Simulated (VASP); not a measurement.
# SnO2 (Pmmm) in VASP: a series of runs

Runs on SnO2. Level: PBE. Tasks: relaxation of cell and atoms, single point.

Program: VASP 6.6.1. These are calculated values, not measurements. Logs are shortened: lines on timing, memory, paths and dates and some standing lists are left out, and cuts for length are marked.

## (1) The cell of the first run

The structure is orthorhombic, space group Pmmm (No. 47). Conventional cell: a = 3.023 Å, b = 4.965 Å, c = 5.977 Å, α = 90.00°, β = 90.00°, γ = 90.00°. Sn (site symmetry mmm) has 4 O at 2.02 Å within 2.7 Å. Within 2.7 Å of O (site symmetry mm2) lie 2 Sn at 2.02 Å and 1 O at 2.68 Å.

## (2) Relaxation of cell and atoms, PBE

Contents of INCAR:

```
SYSTEM = SnO2
PREC = Accurate
ENCUT = 600
EDIFF = 1E-7
ISMEAR = -1
SIGMA = 0.05
LREAL = .False.
LASPH = .True.
NELM = 60
ALGO = Normal
ISIF = 3
LWAVE = .False.
LCHARG = .False.
GGA = PE
IBRION = 2
NSW = 80
EDIFFG = -0.005
```

Contents of KPOINTS:

```
Automatic mesh
0
Gamma
  7 5 4
  0 0 0
```

Contents of POSCAR:

```
SnO2
1.0
    3.0232700000      0.0000000000      0.0000000000
    0.0000000000      4.9646800000      0.0000000000
    0.0000000000      0.0000000000      5.9769600000
Sn O
1 2
Direct
    0.5000000000      0.5000000000      0.0000000000
    0.0000000000      0.5000000000      0.7757200000
    0.0000000000      0.5000000000      0.2242800000
```

Potentials or basis: VASP PAW PBE potentials, release 64 (Sn_d, O).

Started as:

```console
> cat potpaw_PBE.64/Sn_d/POTCAR potpaw_PBE.64/O/POTCAR > POTCAR
> mpirun -np 1 vasp_std > vasp.out
```

OUTCAR:

```text
SYSTEM = SnO2
   PREC = Accurate
   ENCUT = 600
   EDIFF = 1E-7
   ISMEAR = -1
   LREAL = .False.
   LASPH = .True.
   NELM = 60
   ISIF = 3
   GGA = PE
   IBRION = 2
   NSW = 80
   EDIFFG = -0.005

 ion  position               nearest neighbor table
   1  0.500  0.500  0.000-   2 2.02   3 2.02   2 2.02   3 2.02
   2  0.000  0.500  0.776-   1 2.02   1 2.02
   3  0.000  0.500  0.224-   1 2.02   1 2.02

  LATTYP: Found a simple orthorhombic cell.
 ALAT       =     3.0232700000
 B/A-ratio  =     1.6421556791
 C/A-ratio  =     1.9769851849

  Lattice vectors:

 A1 = (   3.0232700000,   0.0000000000,   0.0000000000)
 A2 = (   0.0000000000,   4.9646800000,   0.0000000000)
 A3 = (   0.0000000000,   0.0000000000,   5.9769600000)

Analysis of symmetry for initial positions (statically):
=====================================================================
 Subroutine PRICEL returns:
 Original cell was already a primitive cell.

 Routine SETGRP: Setting up the symmetry group for a
 simple orthorhombic supercell.

 Subroutine GETGRP returns: Found  8 space group operations
 (whereof  8 operations were pure point group operations)
 out of a pool of  8 trial point group operations.

The static configuration has the point symmetry D_2h.

Analysis of symmetry for dynamics (positions and initial velocities):
=====================================================================
 Subroutine PRICEL returns:
 Original cell was already a primitive cell.

 Routine SETGRP: Setting up the symmetry group for a
 simple orthorhombic supercell.

 Subroutine GETGRP returns: Found  8 space group operations
 (whereof  8 operations were pure point group operations)
 out of a pool of  8 trial point group operations.

The dynamic configuration has the point symmetry D_2h.

 Subroutine INISYM returns: Found  8 space group operations
 (whereof  8 operations are pure point group operations),
 and found     1 'primitive' translations

----------------------------------------------------------------------------------------

                                     Primitive cell

  volume of cell :      89.7116

  direct lattice vectors                    reciprocal lattice vectors
     3.023270000  0.000000000  0.000000000     0.330767679  0.000000000  0.000000000
     0.000000000  4.964680000  0.000000000     0.000000000  0.201422851  0.000000000
     0.000000000  0.000000000  5.976960000     0.000000000  0.000000000  0.167309134

  length of vectors
     3.023270000  4.964680000  5.976960000     0.330767679  0.201422851  0.167309134

  position of ions in fractional coordinates (direct lattice)
     0.500000000  0.500000000  0.000000000
     0.000000000  0.500000000  0.775720000
     0.000000000  0.500000000  0.224280000

  ion indices of the primitive-cell ions
   primitive index   ion index
                 1           1
                 2           2
                 3           3

----------------------------------------------------------------------------------------

 KPOINTS: Automatic mesh

Automatic generation of k-mesh.
 Grid dimensions read from file:
 generate k-points for:    7    5    4

 Generating k-lattice:

  Cartesian coordinates                     Fractional coordinates (reciprocal lattice)
     0.047252526  0.000000000  0.000000000     0.142857143  0.000000000  0.000000000
     0.000000000  0.040284570  0.000000000     0.000000000  0.200000000  0.000000000
     0.000000000  0.000000000  0.041827283     0.000000000  0.000000000  0.250000000

  Length of vectors
     0.047252526  0.040284570  0.041827283

  Shift w.r.t. Gamma in fractional coordinates (k-lattice)
     0.000000000  0.000000000  0.000000000

 Subroutine IBZKPT returns following result:
 ===========================================

 Found     36 irreducible k-points:

 Following reciprocal coordinates:
            Coordinates               Weight
  0.000000  0.000000  0.000000      1.000000
  0.142857  0.000000  0.000000      2.000000
  0.285714  0.000000  0.000000      2.000000
  0.428571  0.000000  0.000000      2.000000
  0.000000  0.200000  0.000000      2.000000
  0.142857  0.200000  0.000000      4.000000
[... 16 lines left out ...]
  0.285714  0.400000  0.250000      8.000000
  0.428571  0.400000  0.250000      8.000000
 [... further k-points ...]
   k-points           NKPTS =     36   k-points in BZ     NKDIM =     36   number of bands    NBANDS=     17
   number of dos      NEDOS =    301   number of ions     NIONS =      3
   total plane-waves  NPLWV =  46080
   dimension x,y,z NGX =    24 NGY =   40 NGZ =   48
   dimension x,y,z NGXF=    48 NGYF=   80 NGZF=   96
   ions per type =               1   2
   NGX,Y,Z   is equivalent  to a cutoff of  13.20, 13.39, 13.35 a.u.
   NGXF,Y,Z  is equivalent  to a cutoff of  26.39, 26.79, 26.70 a.u.
 SYSTEM =  SnO2
   PREC   = accura    normal or accurate (medium, high low for compatibility)
   ISTART =      0    job   : 0-new  1-cont  2-samecut
   ICHARG =      2    charge: 1-file 2-atom 10-const
   ISPIN  =      1    spin polarized calculation?
   LNONCOLLINEAR =      F non collinear calculations
   LSORBIT =      F    spin-orbit coupling
   LASPH  =      T    aspherical Exc in radial PAW
   ENCUT  =  600.0 eV  44.10 Ry    6.64 a.u.   6.04  9.92 11.94*2*pi/ulx,y,z
   NELM   =     60;   NELMIN=  2; NELMDL= -5     # of ELM steps
   EDIFF  = 0.1E-06   stopping-criterion for ELM
   LREAL  =      F    real-space projection
   EDIFFG = -.5E-02   stopping-criterion for IOM
   NSW    =     80    number of steps for IOM
   IBRION =      2    ionic relax: 0-MD 1-quasi-New 2-CG
   NFREE  =      1    steps in history (QN), initial steepest desc. (CG)
   ISIF   =      3    stress and relaxation
   ISYM   =      2    0-nonsym 1-usesym 2-fastsym
   POTIM  = 0.5000    time-step for ionic-motion
   TEBEG  =    0.0;   TEEND  =   0.0 temperature during run
   PSTRESS=    0.0 pullay stress
   NELECT =      26.0000    total number of electrons
   NUPDOWN=      -1.0000    fix difference up-down
   EMIN   =  10.00;   EMAX   =-10.00  energy-range for DOS
   EFERMI =   0.00;   METHOD = LEGACY
   ISMEAR =    -1;   SIGMA  =   0.05  broadening in eV -4-tet -1-fermi 0-gaus
   EFERMI_NEDOS =   21; number of points for ismear=-14 and -15
   IALGO  =     38    algorithm
   IMIX   =      4    mixing-type and parameters
     AMIX     =   0.40;   BMIX     =  1.00
     AMIX_MAG =   1.60;   BMIX_MAG =  1.00
  volume/ion in A,a.u.               =      29.90       201.80
  Fermi-wavevector in a.u.,A,eV,Ry     =   1.083386  2.047302 15.969492  1.173725
  Thomas-Fermi vector in A             =   2.219450
   LORBIT       =      0    0 simple, 1 ext, 2 COOP (PROOUT), +10 PAW based schemes
   GGA     = PE    functional components
   LHFCALC =     F    Hartree Fock is set to
   AEXX    =    0.0000 exact exchange contribution
   IVDW    =     0    specifies the selected vdW correction
   LEPSILON=     F    determine dielectric tensor
   LRPA    =     F    only Hartree local field effects (RPA)
 conjugate gradient relaxation of ions
 non-spin polarized calculation
  energy-cutoff  :      600.00
  volume of cell :       89.71
 maximum number of plane-waves:      3026
   NGX = 13   NGY = 19   NGZ = 23

--------------------------------------- Ionic step        1  -------------------------------------------

 number of electron      25.9999999 magnetization

 Free energy of the ion-electron system (eV)
  ---------------------------------------------------
  ext. energy  EPLUGINS =         0.00000000
  ---------------------------------------------------
  free energy    TOTEN  =       -16.14875630 eV

  energy without entropy =      -16.14875614  energy(sigma->0) =      -16.14875622

------------------------ aborting loop because EDIFF is reached ----------------------------------------

  FORCE on cell =-STRESS in cart. coord.  units (eV):
  Direction    XX          YY          ZZ          XY          YZ          ZX
  --------------------------------------------------------------------------------------
  -------------------------------------------------------------------------------------
  Total        0.5401862      0.2118227      0.4152253      0.0000000      0.0000000      0.0000000
  in kB        9.6472934      3.7829843      7.4155919      0.0000000      0.0000000      0.0000000
  external PRESSURE =       6.9486232 kB  Pullay stress =       0.0000000 kB
[... 92 lines left out ...]
  FREE ENERGIE OF THE ION-ELECTRON SYSTEM (eV)
  ---------------------------------------------------
  free  energy   TOTEN  =       -16.1503778319 eV

  energy  without entropy=      -16.1503776645  energy(sigma->0) =      -16.15037775

[... ionic steps 4 to 38 ...]

--------------------------------------- Ionic step       39  -------------------------------------------

 number of electron      26.0000020 magnetization

------------------------ aborting loop because EDIFF is reached ----------------------------------------

  FORCE on cell =-STRESS in cart. coord.  units (eV):
  Direction    XX          YY          ZZ          XY          YZ          ZX
  --------------------------------------------------------------------------------------
  -------------------------------------------------------------------------------------
  Total        0.0102336     -0.0062576      0.0267172     -0.0000000      0.0000000      0.0000000
  in kB        0.1459820     -0.0892646      0.3811199     -0.0000000      0.0000000      0.0000000
  external PRESSURE =       0.1459457 kB  Pullay stress =       0.0000000 kB
[... 59 lines left out ...]
  energy  without entropy=      -16.1761724487  energy(sigma->0) =      -16.17617245

--------------------------------------- Ionic step       41  -------------------------------------------

 number of electron      26.0000020 magnetization

 Free energy of the ion-electron system (eV)
  ---------------------------------------------------
  ext. energy  EPLUGINS =         0.00000000
  ---------------------------------------------------
  free energy    TOTEN  =       -16.17617696 eV

  energy without entropy =      -16.17617695  energy(sigma->0) =      -16.17617695

 E-fermi :  -1.6381     XC(G=0):  -5.4501

 val. band max:       -2.5273889854   @ k =   0.4286   0.4000   0.0000
 cond. band min:      -0.8639231934   @ k =   0.0000   0.0000   0.0000
 fundamental gap:      1.6634657920
 Fermi energy:        -1.6380729812

 k-point     1 :       0.0000    0.0000    0.0000
  band No.  band energies     occupation
      1     -23.6937      2.00000
      2     -22.9774      2.00000
      3     -22.8908      2.00000
      4     -22.7841      2.00000
      5     -22.7670      2.00000
      6     -19.4914      2.00000
[... 9 lines left out ...]
     16       3.7741      0.00000
     17       3.9317      0.00000
[... 443 lines left out ...]
      1     -23.6457      2.00000
      2     -23.1589      2.00000
      3     -23.0319      2.00000
      4     -22.9524      2.00000
      5     -22.5040      2.00000
      6     -19.3515      2.00000
[... 9 lines left out ...]
     16       5.4367      0.00000
     17       6.5346      0.00000

 [... further k-points ...]

------------------------ aborting loop because EDIFF is reached ----------------------------------------

  FORCE on cell =-STRESS in cart. coord.  units (eV):
  Direction    XX          YY          ZZ          XY          YZ          ZX
  --------------------------------------------------------------------------------------
  -------------------------------------------------------------------------------------
  Total        0.0003039     -0.0064836      0.0010060      0.0000000      0.0000000      0.0000000
  in kB        0.0043330     -0.0924431      0.0143431      0.0000000      0.0000000      0.0000000
  external PRESSURE =      -0.0245890 kB  Pullay stress =       0.0000000 kB
[... 18 lines left out ...]
  FREE ENERGIE OF THE ION-ELECTRON SYSTEM (eV)
  ---------------------------------------------------
  free  energy   TOTEN  =       -16.1761769575 eV

  energy  without entropy=      -16.1761769507  energy(sigma->0) =      -16.17617695

 reached required accuracy - stopping structural energy minimisation
```

It took 17 min on 1 thread of Intel Xeon 6975P-C, shared host; peak memory 0.26 GiB.

What came out:

```yaml
Free_energy: -16.1762 eV
Relaxed_cell: a = 3.033 Å, b = 5.714 Å, c = 6.484 Å, α = 90.00°, β = 90.00°, γ = 90.00°
Space_group_after_relaxing_to_0.05_Å: Pmmm (No. 47)
Energy_gained_by_relaxing: 9.1 meV/atom
Ionic_steps: 41
Pressure_after_relaxing: 0.0 GPa
Band_gap_on_the_k_mesh: 1.66 eV, indirect (least direct gap 2.10 eV)
```

Step by step:
```csv
step,energy change (eV),largest force (eV/Å),pressure (GPa),volume (Å³)
1,0.0000,0.0905,0.69,89.71
3,-0.0016,0.0551,0.11,90.33
5,-0.0050,0.0141,0.10,91.97
7,-0.0128,0.1823,0.08,99.52
9,-0.0142,0.1706,0.07,100.14
11,-0.0196,0.1185,0.04,102.91
13,-0.0241,0.0722,-0.17,114.27
15,-0.0265,0.0069,-0.07,110.40
17,-0.0266,0.0158,0.06,109.81
19,-0.0267,0.0023,0.02,109.86
21,-0.0267,0.0188,0.00,109.78
23,-0.0268,0.0167,0.02,109.51
25,-0.0268,0.0148,-0.01,109.23
27,-0.0269,0.0047,0.04,109.25
29,-0.0269,0.0092,0.05,109.31
31,-0.0270,0.0071,0.03,109.72
33,-0.0273,0.0000,-0.03,111.39
35,-0.0274,0.0020,-0.05,112.03
37,-0.0274,0.0083,0.01,112.28
39,-0.0274,0.0093,0.01,112.32
41,-0.0274,0.0006,0.00,112.37
```

Final structure:
```cif
data_structure
_symmetry_space_group_name_H-M 'P 1'
_symmetry_Int_Tables_number 1
_cell_length_a 3.0329
_cell_length_b 5.7143
_cell_length_c 6.4839
_cell_angle_alpha 90.000
_cell_angle_beta 90.000
_cell_angle_gamma 90.000
_cell_volume 112.37
loop_
_atom_site_label
_atom_site_type_symbol
_atom_site_fract_x
_atom_site_fract_y
_atom_site_fract_z
_atom_site_occupancy
Sn1 Sn 0.50000 0.50000 0.00000 1
O1 O 0.00000 0.50000 0.79278 1
O2 O 0.00000 0.50000 0.20722 1
```

Levels at points of the mesh, in eV from the valence-band top:
```csv
k point,band 11,band 12,band 13,band 14,band 15,band 16
"(0.00, 0.00, 0.00)",-0.87,-0.78,-0.44,1.66,4.44,6.30
"(0.00, 0.00, 0.50)",-1.01,-0.90,-0.44,1.93,4.45,5.58
```

Caveat: the volume moved by over 15 % at a fixed basis, so the end points are rough; spin-orbit coupling is left out, which moves the levels of the heavy elements. A k mesh can miss the band edges.

## (3) Single point, PBE

This run uses another cell than the first one, of 166.82 Å³/atom, 5.578 times its volume.

Contents of INCAR:

```
SYSTEM = SnO2
ALGO = Normal
EDIFF = 1E-6
ENCUT = 520
GGA = PE
ISIF = 2
ISMEAR = -1
LASPH = .TRUE.
LCHARG = .FALSE.
LREAL = .FALSE.
LWAVE = .FALSE.
NBANDS = 20
NELM = 60
PREC = Accurate
SIGMA = 0.05
```

Contents of KPOINTS:

```
k-points
0
G
  7 5 4
  0 0 0
```

Contents of POSCAR:

```
SnO2
1.0
    3.0251530314      0.0000000000      0.0000000000
    0.0000000000     13.2831513817      0.0000000000
    0.0000000000      0.0000000000     12.4541165278
Sn O
1 2
Direct
    0.5000000000      0.5000000000      0.0000000000
    0.0000000000      0.5000000000      0.8923407821
    0.0000000000      0.5000000000      0.1076592179
```

Potentials or basis: VASP PAW PBE potentials, release 64 (Sn_d, O).

Started as:

```console
> cat potpaw_PBE.64/Sn_d/POTCAR potpaw_PBE.64/O/POTCAR > POTCAR
> mpirun -np 1 vasp_std > vasp.out
```

Run time: 6.6 min. Hardware: 1 thread of Intel Xeon 6975P-C, shared host; peak memory 0.71 GiB.

It converged, with:

```
Free energy            : -16.2506 eV
Largest force          : 0.103 eV/Å
Band gap on the k mesh : 2.15 eV, indirect (least direct gap 2.48 eV)
```

Forces in eV/Å, atoms in the order of the input:
```
Sn   0.000  0.000  0.000
O    0.000  0.000 -0.103
O    0.000  0.000  0.103
```

Levels at points of the mesh, in eV from the valence-band top:
```csv
k point,band 11,band 12,band 13,band 14,band 15,band 16
"(0.00, 0.00, 0.00)",-0.82,-0.80,-0.32,2.15,4.18,6.37
"(0.00, 0.00, 0.50)",-0.82,-0.80,-0.32,2.16,4.18,6.30
```

Caveat: spin-orbit coupling is left out, which moves the levels of the heavy elements.
